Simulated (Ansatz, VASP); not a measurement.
**Two plane-wave programs on Bi2Te3**

The input INCAR:

```
SYSTEM = Bi2Te3
PREC = Accurate
ENCUT = 520
EDIFF = 1E-7
ISMEAR = -1
SIGMA = 0.02
LREAL = .False.
LASPH = .True.
NELM = 100
ALGO = Normal
ISIF = 2
LWAVE = .False.
LCHARG = .False.
GGA = PE
NBANDS = 32
```

KPOINTS

```
Automatic mesh
0
Gamma
  8 8 8
  0 0 0
```

Contents of POSCAR:

```
Bi2Te3
1.0
    2.1958106691      1.2677518809     10.9300645889
   -2.1958106691      1.2677518809     10.9300645889
    0.0000000000     -2.5355037618     10.9300645889
Bi Te
2 3
Direct
    0.3962605242      0.3962605242      0.3962605242
    0.6037394758      0.6037394758      0.6037394758
    0.0000000000      0.0000000000      0.0000000000
    0.2178011901      0.2178011901      0.2178011901
    0.7821988099      0.7821988099      0.7821988099
```

Input for Ansatz:

```yaml
crystal:
  lattice:
    - [2.1958106691, 1.2677518809, 10.9300645889]
    - [-2.1958106691, 1.2677518809, 10.9300645889]
    - [0.0, -2.5355037618, 10.9300645889]
  atoms:
    - { symbol: Bi, position: [0.3962605242, 0.3962605242, 0.3962605242] }
    - { symbol: Bi, position: [0.6037394758, 0.6037394758, 0.6037394758] }
    - { symbol: Te, position: [0.0, 0.0, 0.0] }
    - { symbol: Te, position: [0.2178011901, 0.2178011901, 0.2178011901] }
    - { symbol: Te, position: [0.7821988099, 0.7821988099, 0.7821988099] }
kpoints:
  mp_grid: { grid: [8, 8, 8] }
  band_path:
    path:
      - [0.0, 0.0, 0.0]
      - [0.5, 0.5, 0.5]
      - [0.823522359, 0.176477641, 0.5]
      - [0.5, -0.176477641, 0.176477641]
      - [0.5, 0.0, 0.0]
      - [0.3382388205, -0.3382388205, 0.0]
      - [0.6617611795, 0.0, 0.3382388205]
      - [0.5, 0.0, 0.5]
      - [0.322917, 0.442708, 0.442708]
    npoints: 1
hamiltonian:
  xc: pbe
scf:
  occupations: { method: fermi_dirac, width: 0.02 }
  n_extra_bands: 5
output:
  forces: true
  stress: true
  eigenvalues: true
```

Change from the starting cell: uniaxial_z strain +4.6%.

Alike in both runs: task single point; functional PBE; k mesh 8 × 8 × 8; occupations fermi-dirac, width 0.02 eV; no spin polarisation.

|  | VASP | Ansatz |
| --- | --- | --- |
| version | VASP 6.6.1 | Ansatz 0.2.0 |
| potentials or method | VASP PAW PBE potentials, release 64 (Bi_d, Te) | plane waves, PAW |
| plane-wave cutoff (eV) | 520 | 420 |
| valence electrons in the cell | 48 | 78 |

```csv
,VASP,Ansatz,Ansatz less VASP
pressure (GPa),0.8,0.9,+0.01
"traceless stress, the component that is largest in VASP (GPa)",-0.32,-0.33,-0.008
rms of the force components (eV/Å),0.052,0.048,-0.0045
```

Atom by atom the forces differ by 0.005 eV/Å (rms over components). VASP's potentials hold 48 valence electrons a cell and Ansatz's 78, so a difference there can come from the potentials and not from the codes.

Neither program's run includes spin-orbit coupling.
